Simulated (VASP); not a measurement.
# I (Cmce) in VASP: a series of runs, part 2 of 2

VASP 6.6.1. The steps go on from the part before.

## Step 3: Single point, LDA

This run uses another cell than the first one, of 36.99 Å³/atom.

The input, INCAR:

```
SYSTEM = I
PREC = Accurate
ENCUT = 520
EDIFF = 1E-6
ISMEAR = -1
SIGMA = 0.05
LREAL = .False.
LASPH = .True.
NELM = 80
ALGO = Normal
ISIF = 2
LWAVE = .False.
LCHARG = .False.
GGA = CA
NBANDS = 22
```

The input, KPOINTS:

```
Automatic mesh
0
Gamma
  5 5 3
  0 0 0
```

The input, POSCAR:

```
I
1.0
    3.5797695281     -2.1576014322      0.0000000000
    3.5797695281      2.1576014322      0.0000000000
    0.0000000000      0.0000000000      9.5784029591
I
4
Direct
    0.6751980148      0.3248019852      0.3768867985
    0.1751980148      0.8248019852      0.1231132015
    0.3248019852      0.6751980148      0.6231132015
    0.8248019852      0.1751980148      0.8768867985
```

Potentials or basis: VASP PAW LDA potentials, release 64 (I).

Run with:

```console
$ cat potpaw_LDA.64/I/POTCAR > POTCAR
$ mpirun -np 1 vasp_std > vasp.out
```

OUTCAR:

```text
SYSTEM = I
   PREC = Accurate
   ENCUT = 520
   EDIFF = 1E-6
   ISMEAR = -1
   LREAL = .False.
   LASPH = .True.
   NELM = 80
   ISIF = 2
   GGA = CA

 ion  position               nearest neighbor table
   1  0.675  0.325  0.377-   3 2.80   2 3.25   2 3.25
   2  0.175  0.825  0.123-   4 2.80   1 3.25   1 3.25
   3  0.325  0.675  0.623-   1 2.80   4 3.25   4 3.25
   4  0.825  0.175  0.877-   2 2.80   3 3.25   3 3.25

  LATTYP: Found a base centered orthorhombic cell.
 ALAT       =     4.3152028644
 B/A-ratio  =     1.6591430997
 C/A-ratio  =     2.2196877552

  Lattice vectors:

 A1 = (  -3.5797695281,  -2.1576014322,   0.0000000000)
 A2 = (   3.5797695281,  -2.1576014322,   0.0000000000)
 A3 = (   0.0000000000,   0.0000000000,   9.5784029591)

Analysis of symmetry for initial positions (statically):
=====================================================================
 Subroutine PRICEL returns:
 Original cell was already a primitive cell.

 Routine SETGRP: Setting up the symmetry group for a
 base centered orthorhombic supercell.

 Subroutine GETGRP returns: Found  8 space group operations
 (whereof  4 operations were pure point group operations)
 out of a pool of  8 trial point group operations.

The static configuration has the point symmetry C_2h.
 The point group associated with its full space group is D_2h.

Analysis of symmetry for dynamics (positions and initial velocities):
=====================================================================
 Subroutine PRICEL returns:
 Original cell was already a primitive cell.

 Routine SETGRP: Setting up the symmetry group for a
 base centered orthorhombic supercell.

 Subroutine GETGRP returns: Found  8 space group operations
 (whereof  4 operations were pure point group operations)
 out of a pool of  8 trial point group operations.

The dynamic configuration has the point symmetry C_2h.
 The point group associated with its full space group is D_2h.

 Subroutine INISYM returns: Found  8 space group operations
 (whereof  4 operations are pure point group operations),
 and found     1 'primitive' translations

----------------------------------------------------------------------------------------

                                     Primitive cell

  volume of cell :     147.9617

  direct lattice vectors                    reciprocal lattice vectors
     3.579769528 -2.157601432  0.000000000     0.139673796 -0.231738815  0.000000000
     3.579769528  2.157601432  0.000000000     0.139673796  0.231738815  0.000000000
     0.000000000  0.000000000  9.578402959     0.000000000  0.000000000  0.104401538

  length of vectors
     4.179712169  4.179712169  9.578402959     0.270576510  0.270576510  0.104401538

  position of ions in fractional coordinates (direct lattice)
     0.675198015  0.324801985  0.376886799
     0.175198015  0.824801985  0.123113201
     0.324801985  0.675198015  0.623113201
     0.824801985  0.175198015  0.876886799

  ion indices of the primitive-cell ions
   primitive index   ion index
                 1           1
                 2           2
                 3           3
                 4           4

----------------------------------------------------------------------------------------

 KPOINTS: Automatic mesh

Automatic generation of k-mesh.
 Grid dimensions read from file:
 generate k-points for:    5    5    3

 Generating k-lattice:

  Cartesian coordinates                     Fractional coordinates (reciprocal lattice)
     0.027934759 -0.046347763  0.000000000     0.200000000  0.000000000  0.000000000
     0.027934759  0.046347763  0.000000000     0.000000000  0.200000000  0.000000000
     0.000000000  0.000000000  0.034800513     0.000000000  0.000000000  0.333333333

  Length of vectors
     0.054115302  0.054115302  0.034800513

  Shift w.r.t. Gamma in fractional coordinates (k-lattice)
     0.000000000  0.000000000  0.000000000

 Subroutine IBZKPT returns following result:
 ===========================================

 Found     18 irreducible k-points:

 Following reciprocal coordinates:
            Coordinates               Weight
  0.000000  0.000000  0.000000      1.000000
  0.200000 -0.000000  0.000000      4.000000
  0.400000 -0.000000  0.000000      4.000000
  0.200000  0.200000  0.000000      2.000000
  0.400000  0.200000  0.000000      4.000000
 -0.400000  0.200000  0.000000      4.000000
[... 10 lines left out ...]
  0.400000  0.400000  0.333333      4.000000
 -0.400000  0.400000  0.333333      4.000000
   k-points           NKPTS =     18   k-points in BZ     NKDIM =     18   number of bands    NBANDS=     22
   number of dos      NEDOS =    301   number of ions     NIONS =      4
   total plane-waves  NPLWV =  73728
   dimension x,y,z NGX =    32 NGY =   32 NGZ =   72
   dimension x,y,z NGXF=    64 NGYF=   64 NGZF=  144
   ions per type =               4
   NGX,Y,Z   is equivalent  to a cutoff of  12.73, 12.73, 12.50 a.u.
   NGXF,Y,Z  is equivalent  to a cutoff of  25.46, 25.46, 24.99 a.u.
 SYSTEM =  I
   PREC   = accura    normal or accurate (medium, high low for compatibility)
   ISTART =      0    job   : 0-new  1-cont  2-samecut
   ICHARG =      2    charge: 1-file 2-atom 10-const
   ISPIN  =      1    spin polarized calculation?
   LNONCOLLINEAR =      F non collinear calculations
   LSORBIT =      F    spin-orbit coupling
   LASPH  =      T    aspherical Exc in radial PAW
   ENCUT  =  520.0 eV  38.22 Ry    6.18 a.u.   7.77  7.77 17.81*2*pi/ulx,y,z
   NELM   =     80;   NELMIN=  2; NELMDL= -5     # of ELM steps
   EDIFF  = 0.1E-05   stopping-criterion for ELM
   LREAL  =      F    real-space projection
   EDIFFG = 0.1E-04   stopping-criterion for IOM
   NSW    =      0    number of steps for IOM
   IBRION =     -1    ionic relax: 0-MD 1-quasi-New 2-CG
   NFREE  =      0    steps in history (QN), initial steepest desc. (CG)
   ISIF   =      2    stress and relaxation
   ISYM   =      2    0-nonsym 1-usesym 2-fastsym
   POTIM  = 0.5000    time-step for ionic-motion
   TEBEG  =    0.0;   TEEND  =   0.0 temperature during run
   PSTRESS=    0.0 pullay stress
   NELECT =      28.0000    total number of electrons
   NUPDOWN=      -1.0000    fix difference up-down
   EMIN   =  10.00;   EMAX   =-10.00  energy-range for DOS
   EFERMI =   0.00;   METHOD = LEGACY
   ISMEAR =    -1;   SIGMA  =   0.05  broadening in eV -4-tet -1-fermi 0-gaus
   EFERMI_NEDOS =   21; number of points for ismear=-14 and -15
   IALGO  =     38    algorithm
   IMIX   =      4    mixing-type and parameters
     AMIX     =   0.40;   BMIX     =  1.00
     AMIX_MAG =   1.60;   BMIX_MAG =  1.00
  volume/ion in A,a.u.               =      36.99       249.62
  Fermi-wavevector in a.u.,A,eV,Ry     =   0.939891  1.776137 12.019332  0.883396
  Thomas-Fermi vector in A             =   2.067249
   LORBIT       =      0    0 simple, 1 ext, 2 COOP (PROOUT), +10 PAW based schemes
   GGA     = CA    functional components
   LHFCALC =     F    Hartree Fock is set to
   AEXX    =    0.0000 exact exchange contribution
   IVDW    =     0    specifies the selected vdW correction
   LEPSILON=     F    determine dielectric tensor
   LRPA    =     F    only Hartree local field effects (RPA)
 non-spin polarized calculation
  energy-cutoff  :      520.00
  volume of cell :      147.96
 maximum number of plane-waves:      3999
   NGX = 15   NGY = 15   NGZ = 35

 number of electron      27.9999998 magnetization

 Free energy of the ion-electron system (eV)
  ---------------------------------------------------
  ext. energy  EPLUGINS =         0.00000000
  ---------------------------------------------------
  free energy    TOTEN  =        -8.09396511 eV

  energy without entropy =       -8.09391726  energy(sigma->0) =       -8.09394119

 E-fermi :   4.3579     XC(G=0):  -9.0082

 val. band max:        3.9883636509   @ k =   0.0000   0.0000   0.0000
 cond. band min:       4.7530544187   @ k =   0.4000   0.4000   0.3333
 fundamental gap:      0.7646907677
 Fermi energy:         4.3578616302

 k-point     1 :       0.0000    0.0000    0.0000
  band No.  band energies     occupation
      1     -10.1209      2.00000
      2      -9.1823      2.00000
      3      -8.5517      2.00000
      4      -6.8544      2.00000
      5      -1.1025      2.00000
      6       0.8508      2.00000
[... 424 lines left out ...]
      6      -0.3627      2.00000
[... 14 lines left out ...]
     21      11.5670      0.00000
     22      11.6453      0.00000

------------------------ aborting loop because EDIFF is reached ----------------------------------------

  FORCE on cell =-STRESS in cart. coord.  units (eV):
  Direction    XX          YY          ZZ          XY          YZ          ZX
  --------------------------------------------------------------------------------------
  -------------------------------------------------------------------------------------
  Total       -0.0237240     -0.0199340      0.0166420      0.0000000      0.0000000      0.0000000
  in kB       -0.2568907     -0.2158516      0.1802049      0.0000000      0.0000000      0.0000000
  external PRESSURE =      -0.0975125 kB  Pullay stress =       0.0000000 kB

 VOLUME and BASIS-vectors are now :
 -----------------------------------------------------------------------------
  energy-cutoff  :      520.00
  volume of cell :      147.96
      direct lattice vectors                 reciprocal lattice vectors
     3.579769528 -2.157601432  0.000000000     0.139673796 -0.231738815  0.000000000
     3.579769528  2.157601432  0.000000000     0.139673796  0.231738815  0.000000000
     0.000000000  0.000000000  9.578402959     0.000000000  0.000000000  0.104401538

 POSITION                                       TOTAL-FORCE (eV/Angst)
 -----------------------------------------------------------------------------------
      3.57977     -0.75601      3.60997         0.000000      0.001531      0.002544
      3.57977      1.40159      1.17923         0.000000      0.001531     -0.002544
      3.57977      0.75601      5.96843         0.000000     -0.001531     -0.002544
      3.57977     -1.40159      8.39918         0.000000     -0.001531      0.002544
 -----------------------------------------------------------------------------------
    total drift:                               -0.000000     -0.000000     -0.000000

  FREE ENERGIE OF THE ION-ELECTRON SYSTEM (eV)
  ---------------------------------------------------
  free  energy   TOTEN  =        -8.0939651109 eV

  energy  without entropy=       -8.0939172637  energy(sigma->0) =       -8.09394119
```

OSZICAR:

```text
N       E                     dE             d eps       ncg     rms          rms(c)
DAV:   1     0.149195531111E+03    0.14920E+03   -0.10654E+04   792   0.104E+03
DAV:   2     0.333325769680E+01   -0.14586E+03   -0.14100E+03  1094   0.157E+02
DAV:   3    -0.805274979447E+01   -0.11386E+02   -0.11343E+02  1010   0.504E+01
DAV:   4    -0.829723440479E+01   -0.24448E+00   -0.24443E+00  1010   0.861E+00
DAV:   5    -0.830389506548E+01   -0.66607E-02   -0.66605E-02   984   0.142E+00    0.111E+01
DAV:   6    -0.814875076418E+01    0.15514E+00   -0.12827E-01   924   0.159E+00    0.724E+00
DAV:   7    -0.810011996838E+01    0.48631E-01   -0.29009E-01   924   0.235E+00    0.577E-01
DAV:   8    -0.809395098183E+01    0.61690E-02   -0.37161E-02   876   0.919E-01    0.284E-01
DAV:   9    -0.809399904553E+01   -0.48064E-04   -0.77214E-04   960   0.157E-01    0.209E-01
DAV:  10    -0.809398632932E+01    0.12716E-04   -0.45544E-05   956   0.396E-02    0.608E-02
DAV:  11    -0.809396760804E+01    0.18721E-04   -0.34068E-05   930   0.273E-02    0.153E-02
DAV:  12    -0.809396591642E+01    0.16916E-05   -0.40732E-06   912   0.101E-02    0.827E-03
DAV:  13    -0.809396511087E+01    0.80555E-06   -0.20609E-06   688   0.689E-03
   1 F= -.80939651E+01 E0= -.80939412E+01  d E =-.478472E-04
```

stdout:

```text
POSCAR found type information on POSCAR I
 POSCAR found :  1 types and       4 ions
 scaLAPACK will be used
 LDA part: xc-table for (Slater(with rela. corr.)+CA(PZ))
 , standard interpolation
 POSCAR, INCAR and KPOINTS ok, starting setup
 FFT: planning ... GRIDC
 FFT: planning ... GRID_SOFT
 FFT: planning ... GRID
 WAVECAR not read
 entering main loop
```

It took 45 s on 1 thread of Intel Xeon Platinum 8375C at 2.90GHz (Ice Lake), shared host; peak memory 0.21 GiB.

What came out:

```
Free energy            : -8.0940 eV
Pressure               : 0.0 GPa
Band gap on the k mesh : 0.76 eV (least direct gap 1.07 eV)
```

Forces in eV/Å, atoms in the order of the input:
```
I    0.000  0.002  0.003
I    0.000  0.002 -0.003
I    0.000 -0.002 -0.003
I    0.000 -0.002  0.003
```

Caveat: spin-orbit coupling is left out, which moves the levels of the heavy elements; an odd mesh through Γ misses points on the zone boundary, where band edges can lie.

## Step 4: Single point, PBE

This run uses another cell than the first one, of 51.00 Å³/atom.

The input, INCAR:

```
SYSTEM = I
ALGO = Normal
EDIFF = 1E-6
ENCUT = 520
GGA = PE
ISIF = 2
ISMEAR = -1
LASPH = .TRUE.
LCHARG = .FALSE.
LREAL = .FALSE.
LWAVE = .FALSE.
NBANDS = 22
NELM = 60
PREC = Accurate
SIGMA = 0.05
```

The input, KPOINTS:

```
k-points
0
G
  5 5 3
  0 0 0
```

The input, POSCAR:

```
I
1.0
    4.4916497567     -2.3067621341      0.0000000000
    4.4916497567      2.3067621341      0.0000000000
    0.0000000000      0.0000000000      9.8437131246
I
4
Direct
    0.6581656637      0.3418343363      0.3779640950
    0.1581656637      0.8418343363      0.1220359050
    0.3418343363      0.6581656637      0.6220359050
    0.8418343363      0.1581656637      0.8779640950
```

Potentials or basis: VASP PAW PBE potentials, release 64 (I).

Run with:

```console
$ cat potpaw_PBE.64/I/POTCAR > POTCAR
$ mpirun -np 1 vasp_std > vasp.out
```

Wall time 1.9 min (1 thread of Intel Xeon Platinum 8375C at 2.90GHz (Ice Lake), shared host); peak memory 0.35 GiB.

The run converged. Its results:

```yaml
Free_energy: -6.0919 eV
Pressure: 0.0 GPa
Largest_force: 0.015 eV/Å
Band_gap_on_the_k_mesh: 1.05 eV (least direct gap 1.07 eV)
```

Forces on the atoms (eV/Å):
```
I    0.000  0.010  0.011
I    0.000  0.010 -0.011
I    0.000 -0.010 -0.011
I    0.000 -0.010  0.011
```

Levels at points of the mesh, in eV from the valence-band top:
```tsv
k point	band 11	band 12	band 13	band 14	band 15	band 16	band 17	band 18
(0.00, 0.00, 0.00)	-1.29	-0.77	-0.57	0.00	1.07	1.88	4.64	5.24
```

Caveat: spin-orbit coupling is left out, which moves the levels of the heavy elements; an odd mesh through Γ misses points on the zone boundary, where band edges can lie. Expect the measured gap to be larger: semilocal functionals such as PBE lack the derivative discontinuity.

## Step 5: Relaxation of cell and atoms, LDA

The input, INCAR:

```
PREC     = Accurate       # precision mode
ENCUT    = 600            # plane-wave cutoff, eV
EDIFF    = 1E-7           # SCF threshold, eV
ISMEAR   = -1             # smearing method
SIGMA    = 0.05           # smearing width, eV
LREAL    = False          # projectors in reciprocal space
LASPH    = True           # aspherical terms in the spheres
NELM     = 80             # most SCF steps
ALGO     = Normal         # electronic algorithm
ISIF     = 3              # what is computed and relaxed
LWAVE    = False          # write WAVECAR
LCHARG   = False          # write CHGCAR
IBRION   = 2              # ionic algorithm
NSW      = 60             # ionic steps
EDIFFG   = -0.01          # ionic threshold
```

The input, KPOINTS:

```
Automatic mesh
0
Gamma
  5 5 3
```

The input, POSCAR:

```
I
1.0
    3.6350350000     -2.3950200000      0.0000000000
    3.6350350000      2.3950200000      0.0000000000
    0.0000000000      0.0000000000      9.7934400000
I
4
Direct
    0.6493000000      0.3507000000      0.3844000000
    0.1493000000      0.8507000000      0.1156000000
    0.3507000000      0.6493000000      0.6156000000
    0.8507000000      0.1493000000      0.8844000000
```

Potentials or basis: VASP PAW LDA potentials, release 64 (I).

Run with:

```console
$ cat potpaw_LDA.64/I/POTCAR > POTCAR
$ mpirun -np 1 vasp_std > vasp.out
```

Run time: 11 min. Hardware: 1 thread of Intel Xeon Platinum 8375C at 2.90GHz (Ice Lake), shared host; peak memory 0.28 GiB.

The run converged. Its results:

- Free energy: -8.0944 eV
- Relaxed volume: 37.00 Å³/atom
- Relaxed cell: a = 4.177 Å, b = 4.177 Å, c = 9.603 Å, α = 90.00°, β = 90.00°, γ = 62.04°
- Space group after relaxing (to 0.1 Å): Cmce (No. 64)
- Energy gained by relaxing: 73.3 meV/atom
- Ionic steps: 17
- Pressure after relaxing: 0.0 GPa
- Largest force after relaxing: 0.008 eV/Å
- Band gap on the k mesh: 0.76 eV (least direct gap 1.05 eV)

Forces in eV/Å, atoms in the order of the input:
```
I    0.000 -0.007 -0.004
I    0.000 -0.007  0.004
I    0.000  0.007  0.004
I    0.000  0.007 -0.004
```

The path:
```csv
step,energy change (eV),largest force (eV/Å),pressure (GPa),volume (Å³)
1,0.0000,0.7236,-0.90,170.52
2,-0.1217,0.4103,-1.16,164.69
3,-0.2383,0.3813,-0.47,149.47
4,-0.2448,0.1883,-0.84,152.95
5,-0.2366,0.2928,1.46,144.97
6,-0.2593,0.1832,0.11,149.32
7,-0.2701,0.1479,0.13,148.70
8,-0.2864,0.1331,0.24,146.79
9,-0.2863,0.0573,-0.53,148.77
10,-0.2892,0.0346,-0.15,147.76
11,-0.2925,0.0322,-0.01,147.62
12,-0.2926,0.0392,0.01,147.60
13,-0.2929,0.0181,0.07,147.68
14,-0.2929,0.0189,0.07,147.69
15,-0.2930,0.0087,-0.05,148.17
16,-0.2931,0.0102,-0.01,148.02
17,-0.2931,0.0076,-0.01,148.00
```

Final structure:
```
I
1.0
     3.57965   -2.15265    0.00000
     3.57965    2.15265    0.00000
     0.00000    0.00000    9.60307
I
4
Direct
  0.67418 0.32582 0.37692
  0.17418 0.82582 0.12308
  0.32582 0.67418 0.62308
  0.82582 0.17418 0.87692
```

Levels at points of the mesh, in eV from the valence-band top:
| k point | band 11 | band 12 | band 13 | band 14 | band 15 | band 16 | band 17 | band 18 |
| --- | --- | --- | --- | --- | --- | --- | --- | --- |
| (0.00, 0.00, 0.00) | -0.94 | -0.93 | -0.44 | 0.00 | 1.05 | 1.98 | 4.39 | 4.95 |

Caveat: spin-orbit coupling is left out, which moves the levels of the heavy elements; an odd mesh through Γ misses points on the zone boundary, where band edges can lie.

## Step 6: Overview

```csv
task,level,potentials or basis,cell,k mesh,cutoff (eV),gap on the mesh (eV),pressure (GPa),largest force (eV/Å)
single point,BLYP,"VASP PAW PBE potentials, release 64 (I)","a = 4.353, b = 4.353, c = 9.793 Å, angles 90.0, 90.0, 66.8°, 4 atoms, atomic positions A",7 × 7 × 3,520,1.32,3.9,1.12
single point,LDA,"VASP PAW LDA potentials, release 64 (I)","a = 4.180, b = 4.180, c = 9.578 Å, angles 90.0, 90.0, 62.2°, 4 atoms, atomic positions B",5 × 5 × 3,520,0.76,0.0,-
single point,PBE,"VASP PAW PBE potentials, release 64 (I)","a = 5.049, b = 5.049, c = 9.844 Å, angles 90.0, 90.0, 54.4°, 4 atoms, atomic positions C",5 × 5 × 3,520,1.05,0.0,0.01
relaxation of cell and atoms,LDA,"VASP PAW LDA potentials, release 64 (I)","relaxed from a = 4.353, b = 4.353, c = 9.793 Å, angles 90.0, 90.0, 66.8°, 4 atoms, atomic positions A",5 × 5 × 3,600,0.76,0.0,0.01
```

Alike in all rows: no spin polarisation; smearing fermi-dirac 0.05 eV.

Caveats: spin-orbit coupling is left out, which moves the levels of the heavy elements; an odd mesh through Γ misses points on the zone boundary, where band edges can lie; the cell stands under pressure (at least some runs); this functional lacks dispersion, which holds the molecules together, so the pressure and a relaxed volume are unreliable (at least some runs); the PAW data sets were made with another functional, which shifts forces and pressure a little (at least some runs).

Absolute energies hang on the potentials; compare differences alone.
